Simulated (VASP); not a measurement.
# Sc (Im-3m) in VASP: notebook

Sc is run at these levels: PBE; tasks: single point.

Program: VASP 6.6.1. These are calculated values, not measurements. Logs are shortened: lines on timing, memory, paths and dates and some standing lists are left out, and cuts for length are marked.

## 1. The cell of the first run

The structure is cubic, space group Im-3m (No. 229). The conventional cell has a = 4.019 Å, b = 4.019 Å, c = 4.019 Å, α = 90.00°, β = 90.00°, γ = 90.00°. Sc (site symmetry m-3m) has 14 Sc at 3.48 to 4.02 Å within 4.6 Å.

## 2. Single point, PBE (Al replaced by Sc, lengths x 1.243, strained)

The input, INCAR:

```
  PREC = Accurate
  ENCUT = 520
  EDIFF = 1E-6
  ISMEAR = 0
  SIGMA = 0.1
  LREAL = F
  LASPH = T
  NELM = 80
  ALGO = Normal
  ISIF = 2
  LWAVE = F
  LCHARG = F
  GGA = PE
  NBANDS = 12
```

The input, KPOINTS:

```
Automatic mesh
0
Gamma
  14 14 14
```

The input, POSCAR:

```
Sc
1.0
   -2.0093129000      2.0093129000      2.0093129000
    2.0093129000     -2.0093129000      2.0093129000
    2.0093129000      2.0093129000     -2.0093129000
Sc
1
Direct
    0.0000000000      0.0000000000      0.0000000000
```

Potentials or basis: VASP PAW PBE potentials, release 64 (Sc_sv).

The run is started by

```bash
cat potpaw_PBE.64/Sc_sv/POTCAR > POTCAR
mpirun -np 1 vasp_std > vasp.out
```

OUTCAR:

```text
PREC = Accurate
   ENCUT = 520
   EDIFF = 1E-6
   ISMEAR = 0
   LREAL = F
   LASPH = T
   NELM = 80
   ISIF = 2
   GGA = PE

 ion  position               nearest neighbor table
   1  0.000  0.000  0.000-

  LATTYP: Found a body centered cubic cell.
 ALAT       =     4.0186258000

  Lattice vectors:

 A1 = (  -2.0093129000,   2.0093129000,   2.0093129000)
 A2 = (   2.0093129000,  -2.0093129000,   2.0093129000)
 A3 = (   2.0093129000,   2.0093129000,  -2.0093129000)

Analysis of symmetry for initial positions (statically):
=====================================================================
 Subroutine PRICEL returns:
 Original cell was already a primitive cell.

 Routine SETGRP: Setting up the symmetry group for a
 body centered cubic supercell.

 Subroutine GETGRP returns: Found 48 space group operations
 (whereof 48 operations were pure point group operations)
 out of a pool of 48 trial point group operations.

The static configuration has the point symmetry O_h .

Analysis of symmetry for dynamics (positions and initial velocities):
=====================================================================
 Subroutine PRICEL returns:
 Original cell was already a primitive cell.

 Routine SETGRP: Setting up the symmetry group for a
 body centered cubic supercell.

 Subroutine GETGRP returns: Found 48 space group operations
 (whereof 48 operations were pure point group operations)
 out of a pool of 48 trial point group operations.

The dynamic configuration has the point symmetry O_h .

 Subroutine INISYM returns: Found 48 space group operations
 (whereof 48 operations are pure point group operations),
 and found     1 'primitive' translations

----------------------------------------------------------------------------------------

                                     Primitive cell

  volume of cell :      32.4491

  direct lattice vectors                    reciprocal lattice vectors
    -2.009312900  2.009312900  2.009312900     0.000000000  0.248841283  0.248841283
     2.009312900 -2.009312900  2.009312900     0.248841283  0.000000000  0.248841283
     2.009312900  2.009312900 -2.009312900     0.248841283  0.248841283  0.000000000

  length of vectors
     3.480232031  3.480232031  3.480232031     0.351914717  0.351914717  0.351914717

  position of ions in fractional coordinates (direct lattice)
     0.000000000  0.000000000  0.000000000

  ion indices of the primitive-cell ions
   primitive index   ion index
                 1           1
[... 74 lines left out ...]
   EDIFFG = 0.1E-04   stopping-criterion for IOM
   NSW    =      0    number of steps for IOM
   IBRION =     -1    ionic relax: 0-MD 1-quasi-New 2-CG
   NFREE  =      0    steps in history (QN), initial steepest desc. (CG)
   ISIF   =      2    stress and relaxation
   ISYM   =      2    0-nonsym 1-usesym 2-fastsym
   POTIM  = 0.5000    time-step for ionic-motion
   TEBEG  =    0.0;   TEEND  =   0.0 temperature during run
   PSTRESS=    0.0 pullay stress
   NELECT =      11.0000    total number of electrons
   NUPDOWN=      -1.0000    fix difference up-down
   EMIN   =  10.00;   EMAX   =-10.00  energy-range for DOS
   EFERMI =   0.00;   METHOD = LEGACY
   ISMEAR =     0;   SIGMA  =   0.10  broadening in eV -4-tet -1-fermi 0-gaus
   EFERMI_NEDOS =   21; number of points for ismear=-14 and -15
   IALGO  =     38    algorithm
   IMIX   =      4    mixing-type and parameters
     AMIX     =   0.40;   BMIX     =  1.00
     AMIX_MAG =   1.60;   BMIX_MAG =  1.00
  volume/ion in A,a.u.               =      32.45       218.98
  Fermi-wavevector in a.u.,A,eV,Ry     =   1.141488  2.157100 17.728333  1.302996
  Thomas-Fermi vector in A             =   2.278188
   LORBIT       =      0    0 simple, 1 ext, 2 COOP (PROOUT), +10 PAW based schemes
   GGA     = PE    functional components
   LHFCALC =     F    Hartree Fock is set to
   AEXX    =    0.0000 exact exchange contribution
   IVDW    =     0    specifies the selected vdW correction
   LEPSILON=     F    determine dielectric tensor
   LRPA    =     F    only Hartree local field effects (RPA)
 non-spin polarized calculation
 Gauss-broadening in eV      SIGMA  =   0.10
  energy-cutoff  :      520.00
  volume of cell :       32.45
 maximum number of plane-waves:       911
 NGX is ok and might be reduce to    28
   NGX = 13   NGY = 13   NGZ = 13

 number of electron      11.0000002 magnetization

 Free energy of the ion-electron system (eV)
  ---------------------------------------------------
  ext. energy  EPLUGINS =         0.00000000
  ---------------------------------------------------
  free energy    TOTEN  =        -5.89522658 eV

  energy without entropy =       -5.87847562  energy(sigma->0) =       -5.88685110

 E-fermi :   2.2949     XC(G=0):  -8.8443

 val. band max:        2.2843989945   @ k =   0.2857   0.2143  -0.0000
 cond. band min:       2.3012075797   @ k =   0.2143   0.2143   0.1429
 fundamental gap:      0.0168085852
 Fermi energy:         2.2948684746

 k-point     1 :       0.0000    0.0000    0.0000
  band No.  band energies     occupation
      1     -48.0009      2.00000
      2     -26.5017      2.00000
      3     -26.5017      2.00000
      4     -26.5017      2.00000
      5      -2.3150      2.00000
      6       3.3733      0.00000
      7       3.3733      0.00000
      8       3.3733      0.00000
      9       4.3614      0.00000
     10       4.3614      0.00000
     11      14.7454      0.00000
     12      14.7454      0.00000
[... 331 lines left out ...]
 k-point    24 :       0.3571    0.2857    0.0000
  band No.  band energies     occupation
      1     -47.9806      2.00000
      2     -26.6136      2.00000
      3     -26.5913      2.00000
      4     -26.5197      2.00000
      5       1.8172      2.00000
      6       2.0922      1.99585
      7       2.2528      1.44799
      8       4.3987      0.00000
      9       4.5209      0.00000
     10       6.5954      0.00000
     11       6.9610      0.00000
     12       7.6834      0.00000

 [... further k-points ...]
[... 5 lines left out ...]
  --------------------------------------------------------------------------------------
  -------------------------------------------------------------------------------------
  Total       -1.8217077     -1.8217077     -1.8217077      0.0000000      0.0000000      0.0000000
  in kB      -89.9469772    -89.9469772    -89.9469772      0.0000000      0.0000000      0.0000000
  external PRESSURE =     -89.9469772 kB  Pullay stress =       0.0000000 kB

 VOLUME and BASIS-vectors are now :
 -----------------------------------------------------------------------------
  energy-cutoff  :      520.00
  volume of cell :       32.45
      direct lattice vectors                 reciprocal lattice vectors
    -2.009312900  2.009312900  2.009312900     0.000000000  0.248841283  0.248841283
     2.009312900 -2.009312900  2.009312900     0.248841283  0.000000000  0.248841283
     2.009312900  2.009312900 -2.009312900     0.248841283  0.248841283  0.000000000

 POSITION                                       TOTAL-FORCE (eV/Angst)
 -----------------------------------------------------------------------------------
      0.00000      0.00000      0.00000         0.000000      0.000000      0.000000
 -----------------------------------------------------------------------------------
    total drift:                               -0.000000     -0.000000     -0.000000

  FREE ENERGIE OF THE ION-ELECTRON SYSTEM (eV)
  ---------------------------------------------------
  free  energy   TOTEN  =        -5.8952265792 eV

  energy  without entropy=       -5.8784756242  energy(sigma->0) =       -5.88685110
```

stdout:

```text
POSCAR found type information on POSCAR Sc
 POSCAR found :  1 types and       1 ions
 scaLAPACK will be used
 LDA part: xc-table for (Slater+PW92), standard interpolation
 POSCAR, INCAR and KPOINTS ok, starting setup
 FFT: planning ... GRIDC
 FFT: planning ... GRID_SOFT
 FFT: planning ... GRID
 WAVECAR not read
 entering main loop
```

Wall time 16 s (1 thread of Intel Xeon 6975P-C (Granite Rapids), shared host); peak memory 0.18 GiB.

What came out:

```yaml
Free_energy: -5.8952 eV
Pressure: -9.0 GPa
```

Levels at points of the mesh, in eV from the Fermi level:
```
           k point  band 1  band 2  band 3  band 4  band 5  band 6  band 7  band 8  band 9  band 10
(0.00, 0.00, 0.00)  -50.30  -28.80  -28.80  -28.80   -4.61    1.08    1.08    1.08    2.07     2.07
(0.50, 0.00, 0.00)  -50.28  -28.94  -28.85  -28.80   -1.42    0.12    0.28    2.01    2.24     2.92
(0.50, 0.50, 0.50)  -50.26  -28.90  -28.90  -28.90   -0.74   -0.74    2.73    2.73    2.73     4.74
```

Caveat: the cell differs from its parent crystal (Al replaced by Sc, lengths x 1.243, strained).

## 3. Single point, PBE (Al replaced by Sc, lengths x 1.243, strained)

The input, INCAR:

```
SYSTEM = Sc
ALGO = Normal
EDIFF = 1E-6
ENCUT = 500
GGA = PE
GGA_COMPAT = .FALSE.
ISIF = 2
ISMEAR = 0
LASPH = .TRUE.
LCHARG = .FALSE.
LREAL = .FALSE.
LWAVE = .FALSE.
NBANDS = 12
NELM = 120
PREC = Accurate
SIGMA = 0.1
```

The input, KPOINTS:

```
k-points
0
G
  6 6 6
  0 0 0
```

The input, POSCAR:

```
Sc
1.0
   -1.9536167741      1.9536167741      1.9536167741
    1.9536167741     -1.9536167741      1.9536167741
    1.9536167741      1.9536167741     -1.9536167741
Sc
1
Direct
    0.0000000000      0.0000000000      0.0000000000
```

Potentials or basis: VASP PAW PBE potentials, release 64 (Sc_sv).

The run is started by

```bash
cat potpaw_PBE.64/Sc_sv/POTCAR > POTCAR
mpirun -np 1 vasp_std > vasp.out
```

Wall time 13 s (1 thread of Intel Xeon 8259CL, shared host); peak memory 0.15 GiB.

Results (log left out):

```yaml
Free_energy: -6.0308 eV
Pressure: -7.2 GPa
```

Levels at points of the mesh, in eV from the Fermi level:
```tsv
k point	band 3	band 4	band 5	band 6	band 7	band 8
(0.00, 0.00, 0.00)	-28.55	-28.55	-4.79	1.21	1.21	1.21
(0.50, 0.00, 0.00)	-28.62	-28.55	-1.50	0.20	0.31	2.26
(0.50, 0.50, 0.50)	-28.69	-28.69	-0.85	-0.85	3.07	3.07
```

Caveat: the k points lie up to 0.38 Å⁻¹ apart; the cell differs from its parent crystal (Al replaced by Sc, lengths x 1.243, strained).

## 4. Single point, PBE (Al replaced by Sc, lengths x 1.243, strained)

The input, INCAR:

```
ALGO = Normal
EDIFF = 1E-6
ENCUT = 500
GGA = PE
GGA_COMPAT = False
ISIF = 2
ISMEAR = 0
LASPH = True
LCHARG = False
LREAL = False
LWAVE = False
NBANDS = 12
NELM = 120
PREC = Accurate
SIGMA = 0.1
```

The input, KPOINTS:

```
k-points
0
Gamma
  6 6 6
```

The input, POSCAR:

```
Sc
1.0
   -2.0564449554      2.0564449554      2.0564449554
    2.0564449554     -2.0564449554      2.0564449554
    2.0564449554      2.0564449554     -2.0564449554
Sc
1
Direct
    0.0000000000      0.0000000000      0.0000000000
```

The run is started by

```bash
cat potpaw_PBE.64/Sc_sv/POTCAR > POTCAR
mpirun -np 1 vasp_std > vasp.out
```

It took 14 s on 1 thread of Intel Xeon 8259CL, shared host; peak memory 0.15 GiB.

It converged, with:

```yaml
Free_energy: -5.7588 eV
Pressure: -10.0 GPa
```

Levels at points of the mesh, in eV from the Fermi level:
| k point | band 2 | band 3 | band 4 | band 5 | band 6 | band 7 | band 8 | band 9 |
| --- | --- | --- | --- | --- | --- | --- | --- | --- |
| (0.00, 0.00, 0.00) | -28.94 | -28.94 | -28.94 | -4.44 | 1.01 | 1.01 | 1.01 | 1.91 |
| (0.50, 0.00, 0.00) | -29.06 | -28.98 | -28.94 | -1.33 | 0.09 | 0.29 | 1.85 | 2.06 |
| (0.50, 0.50, 0.50) | -29.03 | -29.03 | -29.03 | -0.64 | -0.64 | 2.50 | 2.50 | 2.50 |

Caveat: the k points lie up to 0.36 Å⁻¹ apart; the cell differs from its parent crystal (Al replaced by Sc, lengths x 1.243, strained).

## 5. Overview

```tsv
cell	k mesh	cutoff (eV)	gap on the mesh (eV)	pressure (GPa)
a = 3.480 Å, angles 109.5°, 1 atom	14 × 14 × 14	520	none	-9.0
a = 3.384 Å, angles 109.5°, 1 atom	6 × 6 × 6	500	none	-7.2
a = 3.562 Å, angles 109.5°, 1 atom	6 × 6 × 6	500	none	-10.0
```

Alike in all rows: task single point; level PBE; potentials or basis VASP PAW PBE potentials, release 64 (Sc_sv); no spin polarisation; smearing gaussian 0.1 eV.

Caveats: some runs use coarse meshes.

Total energies depend on the potentials used, so only differences within one code and one set of settings carry meaning.
